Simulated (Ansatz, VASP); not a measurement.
**One calculation of TlBr, two programs**

```xyz
2
Lattice="3.9462 0.0000 0.0000 0.0000 3.9462 0.0000 0.0000 0.0000 3.9462" Properties=species:S:1:pos:R:3 pbc="T T T"
Tl    0.0000    0.0000    0.0000
Br    1.9731    1.9731    1.9731
```

Alike in both runs: task single point; functional HSE06; k mesh 4 × 4 × 4; no spin polarisation.

|  | VASP | Ansatz |
| --- | --- | --- |
| version | VASP 6.6.1 | Ansatz 0.2.0 |
| potentials or method | VASP PAW PBE potentials, release 64 (Tl_d, Br) | plane waves, PAW |
| plane-wave cutoff (eV) | 400 | 420 |
| occupations | gaussian, width 0.01 eV | fixed |
| valence electrons in the cell | 20 | 20 |

Ansatz gave:

```
gap on the k mesh at the Fermi level (eV) : 2.46
pressure (GPa)                            : 1.7
```

Which values does VASP return?

gap on the k mesh at the Fermi level (eV): 2.47; pressure (GPa): 1.6.

Ansatz's warnings: stress exchange threshold loose, stress scf threshold loose.

Neither program's run includes spin-orbit coupling.
